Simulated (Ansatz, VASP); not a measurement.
Two plane-wave programs on Si

```xyz
12
Lattice="-3.8883 3.8883 3.8883 3.8883 -3.8883 3.8883 3.8883 3.8883 -3.8883" Properties=species:S:1:pos:R:3 pbc="T T T"
Si    5.8324    0.9721    0.0000
Si    0.9721    3.8883    1.9441
Si    0.0000    1.9441    2.9162
Si    0.9721    0.0000    5.8324
Si    3.8883   -1.9441    2.9162
Si    2.9162    3.8883   -1.9441
Si    0.0000    5.8324    0.9721
Si    3.8883    1.9441    0.9721
Si    1.9441    2.9162    0.0000
Si   -1.9441    2.9162    3.8883
Si    2.9162    0.0000    1.9441
Si    1.9441    0.9721    3.8883
```

Alike in both runs: functional PBE; k mesh 8 × 8 × 8; occupations gaussian, width 0.02 eV; no spin polarisation.

Ansatz relaxed the structure, and its values are those at the end. VASP's run is a single point on that final structure, the one shown.

|  | VASP | Ansatz |
| --- | --- | --- |
| version | VASP 6.6.1 | Ansatz 0.2.0 |
| potentials or method | VASP PAW PBE potentials, release 64 (Si), cutoff 520 eV | scalar-relativistic, plane waves, PAW |
| valence electrons in the cell | 48 | 48 |

```tsv
	VASP	Ansatz	Ansatz less VASP
gap on the k mesh at the Fermi level (eV)	0.35	0.35	0.000
least direct gap on the mesh (eV)	0.38	0.38	-0.001
pressure (GPa)	-0.1	0.0	+0.08
```

With one functional, cell and mesh, what is left measures potentials, basis and numerics.
